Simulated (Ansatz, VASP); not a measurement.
One calculation of In3Cu, two programs

File INCAR:

```
PREC = Accurate
ENCUT = 520
EDIFF = 1E-6
ISMEAR = 0
SIGMA = 0.1
LREAL = F
LASPH = T
NELM = 80
ALGO = Fast
ISIF = 2
LWAVE = F
LCHARG = F
GGA = PE
NBANDS = 33
```

File KPOINTS:

```
Automatic mesh
0
Gamma
  10 10 10
```

File POSCAR:

```
In3Cu
1.0
    4.6585362941      0.0000000000      0.0000000000
    0.0000000000      4.6585362941      0.0000000000
    0.0000000000      0.0000000000      4.6585362941
In Cu
3 1
Direct
    0.0000000000      0.5000000000      0.5000000000
    0.5000000000      0.0000000000      0.5000000000
    0.5000000000      0.5000000000      0.0000000000
    0.0000000000      0.0000000000      0.0000000000
```

Input for Ansatz:

```yaml
crystal:
  lattice:
    - [4.6585362941, 0.0, 0.0]
    - [0.0, 4.6585362941, 0.0]
    - [0.0, 0.0, 4.6585362941]
  atoms:
    - { symbol: In, position: [0.0, 0.5, 0.5] }
    - { symbol: In, position: [0.5, 0.0, 0.5] }
    - { symbol: In, position: [0.5, 0.5, 0.0] }
    - { symbol: Cu, position: [0.0, 0.0, 0.0] }
basis:
  ecutwfc: 420
kpoints:
  mp_grid: { grid: [10, 10, 10] }
hamiltonian:
  xc: pbe
scf:
  occupations: { method: gaussian, width: 0.1 }
output:
  forces: true
  stress: true
  eigenvalues: true
  populations: true
```

Alike in both runs: task single point; functional PBE; k mesh 10 × 10 × 10; occupations gaussian, width 0.1 eV; no spin polarisation.

```csv
,VASP,Ansatz
version,VASP 6.6.1,Ansatz 0.2.0
potentials or method,"VASP PAW PBE potentials, release 64 (In_d, Cu), cutoff 520 eV","scalar-relativistic, plane waves, PAW"
valence electrons in the cell,50,58
```

Ansatz gave:

* gap on the k mesh at the Fermi level (eV): none
* pressure (GPa): -3.7

Q: Which values does VASP return?

A: gap on the k mesh at the Fermi level (eV): none; pressure (GPa): -3.6.

A gap of «none» marks a metal or a gap that the smearing closes. With one functional, cell and mesh, what is left measures potentials, basis and numerics. VASP's potentials hold 50 valence electrons a cell and Ansatz's 58, so a difference there can come from the potentials and not from the codes.
